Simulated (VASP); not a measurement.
# BAs (I-4m2) in VASP: single point with r2SCAN

Aim: the single point of BAs with r2SCAN.

Program: VASP 6.6.1. These are calculated values, not measurements. Logs are shortened: lines on timing, memory, paths and dates and some standing lists are left out, and cuts for length are marked.

### Step 1. The cell of the first run

The structure is tetragonal, space group I-4m2 (No. 119). Conventional cell: a = 3.323 Å, b = 3.323 Å, c = 4.935 Å, α = 90.00°, β = 90.00°, γ = 90.00°. Within 2.7 Å of B (site symmetry -4m2) lie 4 As at 2.07 Å. As (site symmetry -4m2) has 4 B at 2.07 Å within 2.7 Å.

### Step 2. Single point, r2SCAN

File POSCAR:

```
BAs
1.0
    0.0000000000      2.3499690686      2.4674675221
    2.3499690686      0.0000000000      2.4674675221
    2.3499690686      2.3499690686      0.0000000000
B As
1 1
Direct
    0.0000000000      0.0000000000      0.0000000000
    0.7500000000      0.7500000000      0.7500000000
```

File INCAR.step1:

```
SYSTEM = BAs
PREC = Accurate
ENCUT = 520
ISMEAR = 0
SIGMA = 0.05
LREAL = .FALSE.
LASPH = .TRUE.
NELM = 100
NBANDS = 11
GGA = PE
ALGO = Normal
EDIFF = 1E-4
LWAVE = .TRUE.
LCHARG = .FALSE.
```

File INCAR.step2:

```
SYSTEM = BAs
PREC = Accurate
ENCUT = 520
EDIFF = 1E-6
ISMEAR = 0
SIGMA = 0.05
LREAL = .FALSE.
LASPH = .TRUE.
NELM = 100
ALGO = Normal
ISIF = 2
LWAVE = .FALSE.
LCHARG = .FALSE.
METAGGA = R2SCAN
LMIXTAU = .TRUE.
NBANDS = 11
ISTART = 1
```

File KPOINTS:

```
regular mesh
0
G
  12 12 12
  0 0 0
```

Potentials or basis: VASP PAW PBE potentials, release 64 (B, As).

Run with:

```console
$ cat potpaw_PBE.64/B/POTCAR potpaw_PBE.64/As/POTCAR > POTCAR
$ cp INCAR.step1 INCAR
$ mpirun -np 1 vasp_std > vasp.out
$ cp INCAR.step2 INCAR
$ mpirun -np 1 vasp_std > vasp.out
```

OUTCAR:

```text
SYSTEM = BAs
   PREC = Accurate
   ENCUT = 520
   EDIFF = 1E-6
   ISMEAR = 0
   LREAL = .FALSE.
   LASPH = .TRUE.
   NELM = 100
   ISIF = 2
   METAGGA = R2SCAN
   ISTART = 1

 ion  position               nearest neighbor table
   1  0.000  0.000  0.000-   2 2.07   2 2.07   2 2.07   2 2.07
   2  0.750  0.750  0.750-   1 2.07   1 2.07   1 2.07   1 2.07

  LATTYP: Found a body centered tetragonal cell.
 ALAT       =     3.3233581280
 C/A-ratio  =     1.4849242405

  Lattice vectors:

 A1 = (  -2.3499690686,   0.0000000000,   2.4674675221)
 A2 = (   2.3499690686,   0.0000000000,   2.4674675221)
 A3 = (   0.0000000000,   2.3499690686,  -2.4674675221)

Analysis of symmetry for initial positions (statically):
=====================================================================
 Subroutine PRICEL returns:
 Original cell was already a primitive cell.

 Routine SETGRP: Setting up the symmetry group for a
 body centered tetragonal supercell.

 Subroutine GETGRP returns: Found  8 space group operations
 (whereof  8 operations were pure point group operations)
 out of a pool of 16 trial point group operations.

The static configuration has the point symmetry D_2d.

Analysis of symmetry for dynamics (positions and initial velocities):
=====================================================================
 Subroutine PRICEL returns:
 Original cell was already a primitive cell.

 Routine SETGRP: Setting up the symmetry group for a
 body centered tetragonal supercell.

 Subroutine GETGRP returns: Found  8 space group operations
 (whereof  8 operations were pure point group operations)
 out of a pool of 16 trial point group operations.

The dynamic configuration has the point symmetry D_2d.

 Subroutine INISYM returns: Found  8 space group operations
 (whereof  8 operations are pure point group operations),
 and found     1 'primitive' translations

----------------------------------------------------------------------------------------

                                     Primitive cell

  volume of cell :      27.2525

  direct lattice vectors                    reciprocal lattice vectors
     0.000000000  2.349969069  2.467467522    -0.212768758  0.212768758  0.202636912
     2.349969069  0.000000000  2.467467522     0.212768758 -0.212768758  0.202636912
     2.349969069  2.349969069  0.000000000     0.212768758  0.212768758 -0.202636912

  length of vectors
     3.407455150  3.407455150  3.323358128     0.362771012  0.362771012  0.362771012

  position of ions in fractional coordinates (direct lattice)
     0.000000000  0.000000000  0.000000000
     0.750000000  0.750000000  0.750000000

  ion indices of the primitive-cell ions
   primitive index   ion index
                 1           1
                 2           2

----------------------------------------------------------------------------------------

 KPOINTS: regular mesh

Automatic generation of k-mesh.
 Grid dimensions read from file:
 generate k-points for:   12   12   12

 Generating k-lattice:

  Cartesian coordinates                     Fractional coordinates (reciprocal lattice)
    -0.017730730  0.017730730  0.016886409     0.083333333  0.000000000  0.000000000
     0.017730730 -0.017730730  0.016886409     0.000000000  0.083333333  0.000000000
     0.017730730  0.017730730 -0.016886409     0.000000000  0.000000000  0.083333333

  Length of vectors
     0.030230918  0.030230918  0.030230918

  Shift w.r.t. Gamma in fractional coordinates (k-lattice)
     0.000000000  0.000000000  0.000000000

 Subroutine IBZKPT returns following result:
 ===========================================

 Found    163 irreducible k-points:

 Following reciprocal coordinates:
            Coordinates               Weight
  0.000000  0.000000  0.000000      1.000000
  0.083333  0.000000  0.000000      8.000000
  0.166667  0.000000  0.000000      8.000000
  0.250000  0.000000  0.000000      8.000000
  0.333333  0.000000  0.000000      8.000000
  0.416667  0.000000  0.000000      8.000000
[... 16 lines left out ...]
  0.500000  0.166667  0.000000      8.000000
 -0.416667  0.166667  0.000000      8.000000
 [... further k-points ...]
   k-points           NKPTS =    163   k-points in BZ     NKDIM =    163   number of bands    NBANDS=     11
   number of dos      NEDOS =    301   number of ions     NIONS =      2
   total plane-waves  NPLWV =  21952
   dimension x,y,z NGX =    28 NGY =   28 NGZ =   28
   dimension x,y,z NGXF=    56 NGYF=   56 NGZF=   56
   ions per type =               1   1
   NGX,Y,Z   is equivalent  to a cutoff of  13.66, 13.66, 14.01 a.u.
   NGXF,Y,Z  is equivalent  to a cutoff of  27.32, 27.32, 28.01 a.u.
 SYSTEM =  BAs
   PREC   = accura    normal or accurate (medium, high low for compatibility)
   ISTART =      1    job   : 0-new  1-cont  2-samecut
   ICHARG =      0    charge: 1-file 2-atom 10-const
   ISPIN  =      1    spin polarized calculation?
   LNONCOLLINEAR =      F non collinear calculations
   LSORBIT =      F    spin-orbit coupling
   LASPH  =      T    aspherical Exc in radial PAW
   ENCUT  =  520.0 eV  38.22 Ry    6.18 a.u.   6.34  6.34  6.18*2*pi/ulx,y,z
   NELM   =    100;   NELMIN=  2; NELMDL=  0     # of ELM steps
   EDIFF  = 0.1E-05   stopping-criterion for ELM
   LREAL  =      F    real-space projection
   EDIFFG = 0.1E-04   stopping-criterion for IOM
   NSW    =      0    number of steps for IOM
   IBRION =     -1    ionic relax: 0-MD 1-quasi-New 2-CG
   NFREE  =      0    steps in history (QN), initial steepest desc. (CG)
   ISIF   =      2    stress and relaxation
   ISYM   =      2    0-nonsym 1-usesym 2-fastsym
   POTIM  = 0.5000    time-step for ionic-motion
   TEBEG  =    0.0;   TEEND  =   0.0 temperature during run
   PSTRESS=    0.0 pullay stress
   NELECT =       8.0000    total number of electrons
   NUPDOWN=      -1.0000    fix difference up-down
   EMIN   =  10.00;   EMAX   =-10.00  energy-range for DOS
   EFERMI =   0.00;   METHOD = LEGACY
   ISMEAR =     0;   SIGMA  =   0.05  broadening in eV -4-tet -1-fermi 0-gaus
   EFERMI_NEDOS =   21; number of points for ismear=-14 and -15
   IALGO  =     38    algorithm
   IMIX   =      4    mixing-type and parameters
     AMIX     =   0.40;   BMIX     =  1.00
     AMIX_MAG =   1.60;   BMIX_MAG =  1.00
  volume/ion in A,a.u.               =      13.63        91.95
  Fermi-wavevector in a.u.,A,eV,Ry     =   1.088018  2.056057 16.106360  1.183784
  Thomas-Fermi vector in A             =   2.224191
   LORBIT       =      0    0 simple, 1 ext, 2 COOP (PROOUT), +10 PAW based schemes
   METAGGA = R2SCAN    functional components
   LHFCALC =     F    Hartree Fock is set to
   AEXX    =    0.0000 exact exchange contribution
   IVDW    =     0    specifies the selected vdW correction
   LEPSILON=     F    determine dielectric tensor
   LRPA    =     F    only Hartree local field effects (RPA)
 non-spin polarized calculation
 Gauss-broadening in eV      SIGMA  =   0.05
  energy-cutoff  :      520.00
  volume of cell :       27.25
 maximum number of plane-waves:       749
 NGX is ok and might be reduce to    28
   NGX = 13   NGY = 13   NGZ = 13

 number of electron       8.0000000 magnetization

 Free energy of the ion-electron system (eV)
  ---------------------------------------------------
  ext. energy  EPLUGINS =         0.00000000
  ---------------------------------------------------
  free energy    TOTEN  =       -22.22435752 eV

  energy without entropy =      -22.22435752  energy(sigma->0) =      -22.22435752

 E-fermi :   6.4179     XC(G=0): -11.1353

 val. band max:        6.2029129905   @ k =   0.0000   0.0000   0.0000
 cond. band min:       7.1935424907   @ k =   0.4167   0.0000   0.4167
 fundamental gap:      0.9906295002
 Fermi energy:         6.4179480291

 k-point     1 :       0.0000    0.0000    0.0000
  band No.  band energies     occupation
      1     -10.1311      2.00000
      2       5.6710      2.00000
      3       6.2029      2.00000
      4       6.2029      2.00000
      5       9.3728      0.00000
      6       9.3728      0.00000
      7       9.7135      0.00000
      8      11.1426      0.00000
      9      16.4191      0.00000
     10      18.6851      0.00000
     11      20.2564      0.00000

 k-point     2 :       0.0833    0.0000    0.0000
  band No.  band energies     occupation
      1     -10.0110      2.00000
      2       4.8750      2.00000
      3       5.6646      2.00000
      4       5.9785      2.00000
      5       9.5616      0.00000
      6       9.6894      0.00000
      7      10.0239      0.00000
      8      11.7735      0.00000
      9      16.8842      0.00000
     10      17.9896      0.00000
     11      19.2177      0.00000

 k-point     3 :       0.1667    0.0000    0.0000
  band No.  band energies     occupation
      1      -9.6547      2.00000
      2       2.9081      2.00000
      3       5.0980      2.00000
      4       5.5133      2.00000
      5       9.5155      0.00000
      6      10.3657      0.00000
      7      10.5621      0.00000
      8      13.1983      0.00000
      9      17.3064      0.00000
     10      17.9743      0.00000
     11      18.2535      0.00000

 k-point     4 :       0.2500    0.0000    0.0000
  band No.  band energies     occupation
      1      -9.0774      2.00000
      2       0.8357      2.00000
      3       4.5584      2.00000
      4       5.0534      2.00000
      5       9.2745      0.00000
      6      10.9737      0.00000
      7      10.9939      0.00000
      8      14.5627      0.00000
      9      17.4263      0.00000
     10      17.9978      0.00000
     11      18.3790      0.00000
[... 239 lines left out ...]
 k-point    22 :       0.4167    0.1667    0.0000
  band No.  band energies     occupation
      1      -7.7276      2.00000
      2      -1.3614      2.00000
      3       2.3729      2.00000
      4       3.5174      2.00000
      5       9.5829      0.00000
      6      11.7489      0.00000
      7      13.2271      0.00000
      8      13.8568      0.00000
      9      18.3794      0.00000
     10      20.5611      0.00000
     11      21.4550      0.00000

 k-point    23 :       0.5000    0.1667    0.0000
  band No.  band energies     occupation
      1      -6.9867      2.00000
      2      -2.5871      2.00000
      3       1.8609      2.00000
      4       3.6034      2.00000
      5       9.7405      0.00000
      6      11.6414      0.00000
      7      12.9390      0.00000
      8      15.3183      0.00000
      9      18.4200      0.00000
     10      21.1690      0.00000
     11      21.4186      0.00000

 k-point    24 :      -0.4167    0.1667    0.0000
  band No.  band energies     occupation
      1      -6.7854      2.00000
      2      -2.8621      2.00000
      3       1.5599      2.00000
      4       3.8784      2.00000
      5       9.9825      0.00000
      6      11.6203      0.00000
      7      12.5550      0.00000
      8      15.9900      0.00000
      9      18.5347      0.00000
     10      19.5433      0.00000
     11      21.2096      0.00000

 [... further k-points ...]
[... 5 lines left out ...]
  --------------------------------------------------------------------------------------
  -------------------------------------------------------------------------------------
  Total        0.8093620      0.8093620     -1.1780042      0.0000000      0.0000000      0.0000000
  in kB       47.5825435     47.5825435    -69.2550899      0.0000000      0.0000000      0.0000000
  external PRESSURE =       8.6366657 kB  Pullay stress =       0.0000000 kB

 VOLUME and BASIS-vectors are now :
 -----------------------------------------------------------------------------
  energy-cutoff  :      520.00
  volume of cell :       27.25
      direct lattice vectors                 reciprocal lattice vectors
     0.000000000  2.349969069  2.467467522    -0.212768758  0.212768758  0.202636912
     2.349969069  0.000000000  2.467467522     0.212768758 -0.212768758  0.202636912
     2.349969069  2.349969069  0.000000000     0.212768758  0.212768758 -0.202636912

 POSITION                                       TOTAL-FORCE (eV/Angst)
 -----------------------------------------------------------------------------------
      0.00000      0.00000      0.00000         0.000000      0.000000     -0.000000
      3.52495      3.52495      3.70120        -0.000000     -0.000000      0.000000
 -----------------------------------------------------------------------------------
    total drift:                                0.000000      0.000000      0.000000

  FREE ENERGIE OF THE ION-ELECTRON SYSTEM (eV)
  ---------------------------------------------------
  free  energy   TOTEN  =       -22.2243575178 eV

  energy  without entropy=      -22.2243575178  energy(sigma->0) =      -22.22435752
```

Run time: 3.3 min. Hardware: 1 thread of Intel Xeon Platinum 8488C (Sapphire Rapids), shared host; peak memory 0.2 GiB.

Results:

* Free energy: -22.2244 eV
* Pressure: 0.9 GPa
* Band gap on the k mesh: 0.99 eV, indirect (least direct gap 3.17 eV)

Stress tensor (GPa, compression positive):
```
 4.76  0.00  0.00
 0.00  4.76  0.00
 0.00  0.00 -6.93
```

Levels at points of the mesh, in eV from the valence-band top:
| k point | band 2 | band 3 | band 4 | band 5 | band 6 | band 7 |
| --- | --- | --- | --- | --- | --- | --- |
| (0.00, 0.00, 0.00) | -0.53 | 0.00 | 0.00 | 3.17 | 3.17 | 3.51 |
| (0.50, 0.00, 0.00) | -9.42 | -2.43 | -1.80 | 2.63 | 4.85 | 5.09 |
| (0.50, 0.50, 0.00) | -9.50 | -4.16 | -4.16 | 1.83 | 1.97 | 11.93 |
| (0.50, 0.00, 0.50) | -9.10 | -4.68 | -4.59 | 1.25 | 1.31 | 11.52 |

Caveat: the PAW data sets were made with another functional, which shifts forces and pressure a little.
